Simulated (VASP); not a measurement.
# Cu5O in VASP: single point with PBEsol

Aim: the single point of Cu5O with PBEsol.

All numbers are computed with VASP 6.6.1; they aren't measurements. Logs are shortened: lines on timing, memory, paths and dates and some standing lists are left out, and cuts for length are marked.

### 1 The cell of the first run

The cell holds a slab with vacuum, 6 atoms: a = 2.520 Å, b = 2.520 Å, c = 26.127 Å, α = 90.00°, β = 90.00°, γ = 90.00°.

### 2 Single point, PBEsol

Contents of INCAR:

```
ALGO = Normal ; DIPOL = 0.5 0.5 0.493
EDIFF = 1E-7 ; ENCUT = 520
GGA = PS ; IDIPOL = 3
ISIF = 2 ; ISMEAR = 0
LASPH = True ; LCHARG = False
LDIPOL = True ; LREAL = False
LWAVE = False ; NBANDS = 40
NELM = 80 ; PREC = Accurate
SIGMA = 0.1
```

Contents of KPOINTS:

```
k-points
0
Gamma
  11 11 1
```

Contents of POSCAR:

```
Cu5O
1.0
    2.5196845177      0.0000000000      0.0000000000
    0.0000000000      2.5196845177      0.0000000000
    0.0000000000      0.0000000000     26.1267440356
Cu O
5 1
Direct
    0.5000000000      0.5000000000      0.3253371330
    0.0000000000      0.0000000000      0.3935310881
    0.5000000000      0.5000000000      0.4618701367
    0.0000000000      0.0000000000      0.5304809931
    0.5000000000      0.5000000000      0.6006026213
    0.0000000000      0.5000000000      0.6486821702
```

Potentials or basis: VASP PAW PBE potentials, release 64 (Cu, O).

Run with:

```
$ cat potpaw_PBE.64/Cu/POTCAR potpaw_PBE.64/O/POTCAR > POTCAR
$ mpirun -np 1 vasp_std > vasp.out
```

OUTCAR:

```text
EDIFF = 1E-7
   ENCUT = 520
   GGA = PS
   ISIF = 2
   ISMEAR = 0
   LASPH = True
   LREAL = False
   NELM = 80
   PREC = Accurate

 ion  position               nearest neighbor table
   1  0.500  0.500  0.325-   2 2.52   2 2.52   2 2.52   2 2.52
   2  0.000  0.000  0.394-   1 2.52   1 2.52   1 2.52   1 2.52   3 2.52   3 2.52   3 2.52   3 2.52

   3  0.500  0.500  0.462-   2 2.52   2 2.52   2 2.52   2 2.52   4 2.53   4 2.53   4 2.53   4 2.53

   4  0.000  0.000  0.530-   3 2.53   3 2.53   3 2.53   3 2.53   5 2.56   5 2.56   5 2.56   5 2.56

   5  0.500  0.500  0.601-   6 1.78   6 1.78   4 2.56   4 2.56   4 2.56   4 2.56
   6  0.000  0.500  0.649-   5 1.78   5 1.78

  LATTYP: Found a simple tetragonal cell.
 ALAT       =     2.5196845177
 C/A-ratio  =    10.3690536859

  Lattice vectors:

 A1 = (   2.5196845177,   0.0000000000,   0.0000000000)
 A2 = (   0.0000000000,   2.5196845177,   0.0000000000)
 A3 = (   0.0000000000,   0.0000000000,  26.1267440356)

Analysis of symmetry for initial positions (statically):
=====================================================================
 Subroutine PRICEL returns:
 Original cell was already a primitive cell.

 Routine SETGRP: Setting up the symmetry group for a
 simple tetragonal supercell.

 Subroutine GETGRP returns: Found  4 space group operations
 (whereof  4 operations were pure point group operations)
 out of a pool of 16 trial point group operations.

The static configuration has the point symmetry C_2v.

Analysis of symmetry for dynamics (positions and initial velocities):
=====================================================================
 Subroutine PRICEL returns:
 Original cell was already a primitive cell.

 Routine SETGRP: Setting up the symmetry group for a
 simple tetragonal supercell.

 Subroutine GETGRP returns: Found  4 space group operations
 (whereof  4 operations were pure point group operations)
 out of a pool of 16 trial point group operations.

The dynamic configuration has the point symmetry C_2v.

 Subroutine INISYM returns: Found  4 space group operations
 (whereof  4 operations are pure point group operations),
 and found     1 'primitive' translations

----------------------------------------------------------------------------------------

                                     Primitive cell

  volume of cell :     165.8737

  direct lattice vectors                    reciprocal lattice vectors
     2.519684518  0.000000000  0.000000000     0.396875082  0.000000000  0.000000000
     0.000000000  2.519684518  0.000000000     0.000000000  0.396875082  0.000000000
     0.000000000  0.000000000 26.126744036     0.000000000  0.000000000  0.038274957

  length of vectors
     2.519684518  2.519684518 26.126744036     0.396875082  0.396875082  0.038274957

  position of ions in fractional coordinates (direct lattice)
     0.500000000  0.500000000  0.325337133
     0.000000000  0.000000000  0.393531088
     0.500000000  0.500000000  0.461870137
     0.000000000  0.000000000  0.530480993
     0.500000000  0.500000000  0.600602621
     0.000000000  0.500000000  0.648682170

  ion indices of the primitive-cell ions
   primitive index   ion index
                 1           1
                 2           2
                 3           3
                 4           4
                 5           5
                 6           6

----------------------------------------------------------------------------------------

 KPOINTS: k-points

Automatic generation of k-mesh.
 Grid dimensions read from file:
 generate k-points for:   11   11    1

 Generating k-lattice:

  Cartesian coordinates                     Fractional coordinates (reciprocal lattice)
     0.036079553  0.000000000  0.000000000     0.090909091  0.000000000  0.000000000
     0.000000000  0.036079553  0.000000000     0.000000000  0.090909091  0.000000000
     0.000000000  0.000000000  0.038274957     0.000000000  0.000000000  1.000000000

  Length of vectors
     0.036079553  0.036079553  0.038274957

  Shift w.r.t. Gamma in fractional coordinates (k-lattice)
     0.000000000  0.000000000  0.000000000

 Subroutine IBZKPT returns following result:
 ===========================================

 Found     36 irreducible k-points:

 Following reciprocal coordinates:
            Coordinates               Weight
  0.000000  0.000000  0.000000      1.000000
  0.090909  0.000000  0.000000      2.000000
  0.000000  0.090909  0.000000      2.000000
  0.181818  0.000000  0.000000      2.000000
  0.000000  0.181818  0.000000      2.000000
  0.272727  0.000000  0.000000      2.000000
[... 16 lines left out ...]
 -0.181818  0.272727  0.000000      4.000000
  0.363636  0.181818  0.000000      4.000000
 [... further k-points ...]
   k-points           NKPTS =     36   k-points in BZ     NKDIM =     36   number of bands    NBANDS=     40
   number of dos      NEDOS =    301   number of ions     NIONS =      6
   total plane-waves  NPLWV =  78400
   dimension x,y,z NGX =    20 NGY =   20 NGZ =  196
   dimension x,y,z NGXF=    40 NGYF=   40 NGZF=  392
   ions per type =               5   1
   NGX,Y,Z   is equivalent  to a cutoff of  13.20, 13.20, 12.47 a.u.
   NGXF,Y,Z  is equivalent  to a cutoff of  26.39, 26.39, 24.94 a.u.
 SYSTEM =  unknown system
   PREC   = accura    normal or accurate (medium, high low for compatibility)
   ISTART =      0    job   : 0-new  1-cont  2-samecut
   ICHARG =      2    charge: 1-file 2-atom 10-const
   ISPIN  =      1    spin polarized calculation?
   LNONCOLLINEAR =      F non collinear calculations
   LSORBIT =      F    spin-orbit coupling
   LASPH  =      T    aspherical Exc in radial PAW
   ENCUT  =  520.0 eV  38.22 Ry    6.18 a.u.   4.68  4.68 48.58*2*pi/ulx,y,z
   NELM   =     80;   NELMIN=  2; NELMDL= -5     # of ELM steps
   EDIFF  = 0.1E-06   stopping-criterion for ELM
   LREAL  =      F    real-space projection
   EDIFFG = 0.1E-05   stopping-criterion for IOM
   NSW    =      0    number of steps for IOM
   IBRION =     -1    ionic relax: 0-MD 1-quasi-New 2-CG
   NFREE  =      0    steps in history (QN), initial steepest desc. (CG)
   ISIF   =      2    stress and relaxation
   ISYM   =      2    0-nonsym 1-usesym 2-fastsym
   POTIM  = 0.5000    time-step for ionic-motion
   TEBEG  =    0.0;   TEEND  =   0.0 temperature during run
   PSTRESS=    0.0 pullay stress
   NELECT =      61.0000    total number of electrons
   NUPDOWN=      -1.0000    fix difference up-down
   EMIN   =  10.00;   EMAX   =-10.00  energy-range for DOS
   EFERMI =   0.00;   METHOD = LEGACY
   ISMEAR =     0;   SIGMA  =   0.10  broadening in eV -4-tet -1-fermi 0-gaus
   EFERMI_NEDOS =   21; number of points for ismear=-14 and -15
   IALGO  =     38    algorithm
   IMIX   =      4    mixing-type and parameters
     AMIX     =   0.40;   BMIX     =  1.00
     AMIX_MAG =   1.60;   BMIX_MAG =  1.00
  volume/ion in A,a.u.               =      27.65       186.56
  Fermi-wavevector in a.u.,A,eV,Ry     =   1.172894  2.216449 18.717279  1.375681
  Thomas-Fermi vector in A             =   2.309316
   LORBIT       =      0    0 simple, 1 ext, 2 COOP (PROOUT), +10 PAW based schemes
   GGA     = PS    functional components
   LHFCALC =     F    Hartree Fock is set to
   AEXX    =    0.0000 exact exchange contribution
   IVDW    =     0    specifies the selected vdW correction
   LEPSILON=     F    determine dielectric tensor
   LRPA    =     F    only Hartree local field effects (RPA)
 non-spin polarized calculation
 Gauss-broadening in eV      SIGMA  =   0.10
  energy-cutoff  :      520.00
  volume of cell :      165.87
 maximum number of plane-waves:      4533
   NGX =  9   NGY =  9   NGZ = 97

 dipolmoment           0.000000      0.000000     -0.076666 electrons x Angstroem

 number of electron      61.0000003 magnetization

 dipolmoment           0.000000      0.000000      0.125496 electrons x Angstroem

 Free energy of the ion-electron system (eV)
  ---------------------------------------------------
  ext. energy  EPLUGINS =         0.00000000
  ---------------------------------------------------
  free energy    TOTEN  =       -25.38372753 eV

  energy without entropy =      -25.37177155  energy(sigma->0) =      -25.37774954

 E-fermi :  -1.1509     XC(G=0):  -5.6618

 val. band max:       -1.1696022770   @ k =   0.4545   0.2727   0.0000
 cond. band min:      -1.1257244949   @ k =   0.0000   0.0000   0.0000
 fundamental gap:      0.0438777822
 Fermi energy:        -1.1508782193

 k-point     1 :       0.0000    0.0000    0.0000
  band No.  band energies     occupation
      1     -19.9122      2.00000
      2     -10.4321      2.00000
      3      -9.2113      2.00000
      4      -7.7187      2.00000
      5      -6.8788      2.00000
      6      -6.2012      2.00000
[... 32 lines left out ...]
     39       7.2978      0.00000
     40       8.0497      0.00000

 k-point     2 :       0.0909    0.0000    0.0000
  band No.  band energies     occupation
      1     -19.8452      2.00000
      2     -10.2324      2.00000
      3      -9.0306      2.00000
      4      -7.5516      2.00000
      5      -6.8311      2.00000
      6      -6.1679      2.00000
[... 32 lines left out ...]
     39       7.4814      0.00000
     40       8.2360      0.00000

 k-point     3 :       0.0000    0.0909    0.0000
  band No.  band energies     occupation
      1     -19.8450      2.00000
      2     -10.2305      2.00000
      3      -9.0284      2.00000
      4      -7.5928      2.00000
      5      -6.7801      2.00000
      6      -6.1063      2.00000
[... 853 lines left out ...]
  band No.  band energies     occupation
      1     -19.1720      2.00000
      2      -8.0392      2.00000
      3      -7.1771      2.00000
      4      -6.6634      2.00000
      5      -6.2679      2.00000
      6      -5.8160      2.00000
[... 32 lines left out ...]
     39       7.7744      0.00000
     40       8.6154      0.00000

 k-point    24 :       0.3636    0.1818    0.0000
  band No.  band energies     occupation
      1     -18.9441      2.00000
      2      -7.4705      2.00000
      3      -6.8691      2.00000
      4      -6.2524      2.00000
      5      -5.8319      2.00000
      6      -5.5277      2.00000
[... 32 lines left out ...]
     39       7.8982      0.00000
     40       8.3929      0.00000

 [... further k-points ...]

------------------------ aborting loop because EDIFF is reached ----------------------------------------

 vacuum level on the upper side and lower side of the slab       (xc-potential included)         1.657        -1.805

  FORCE on cell =-STRESS in cart. coord.  units (eV):
  Direction    XX          YY          ZZ          XY          YZ          ZX
  --------------------------------------------------------------------------------------
  -------------------------------------------------------------------------------------
  Total        1.3812970      0.2213031      0.0759967      0.0000000      0.0000000      0.0000000
  in kB       13.3419723      2.1375703      0.7340533      0.0000000      0.0000000      0.0000000
  external PRESSURE =       5.4045320 kB  Pullay stress =       0.0000000 kB

 VOLUME and BASIS-vectors are now :
 -----------------------------------------------------------------------------
  energy-cutoff  :      520.00
  volume of cell :      165.87
      direct lattice vectors                 reciprocal lattice vectors
     2.519684518  0.000000000  0.000000000     0.396875082  0.000000000  0.000000000
     0.000000000  2.519684518  0.000000000     0.000000000  0.396875082  0.000000000
     0.000000000  0.000000000 26.126744036     0.000000000  0.000000000  0.038274957

 POSITION                                       TOTAL-FORCE (eV/Angst)
 -----------------------------------------------------------------------------------
      1.25984      1.25984      8.50000         0.000000      0.000000      0.182998
      0.00000      0.00000     10.28169         0.000000      0.000000     -0.210353
      1.25984      1.25984     12.06716         0.000000      0.000000     -0.001944
      0.00000      0.00000     13.85974         0.000000      0.000000     -0.008864
      1.25984      1.25984     15.69179         0.000000      0.000000     -0.189833
      0.00000      1.25984     16.94795         0.000000      0.000000      0.227996
 -----------------------------------------------------------------------------------
    total drift:                               -0.000000      0.000000      0.000570

  FREE ENERGIE OF THE ION-ELECTRON SYSTEM (eV)
  ---------------------------------------------------
  free  energy   TOTEN  =       -25.3837275258 eV

  energy  without entropy=      -25.3717715492  energy(sigma->0) =      -25.37774954

 vacuum level on the upper side and lower side of the slab         6.999         3.467
```

It took 10 min on 1 thread of Intel Xeon Platinum 8259CL at 2.50GHz (Skylake/Cascade Lake), shared host; peak memory 0.38 GiB.

Results:

| Quantity | Value |
| --- | --- |
| Free energy | -25.3837 eV |
| Largest force | 0.228 eV/Å |

Forces in eV/Å, atoms in the order of the input:
```
Cu   0.000  0.000  0.183
Cu   0.000  0.000 -0.210
Cu   0.000  0.000 -0.002
Cu   0.000  0.000 -0.009
Cu   0.000  0.000 -0.190
O    0.000  0.000  0.228
```

Caveat: the PAW data sets were made with another functional, which shifts forces and pressure a little; an odd number of electrons without spin polarisation forces a metal; a magnetic or distorted state may lie lower. With open d or f shells a metallic result of PBEsol can be an artefact of self-interaction; +U or a hybrid may open a gap.
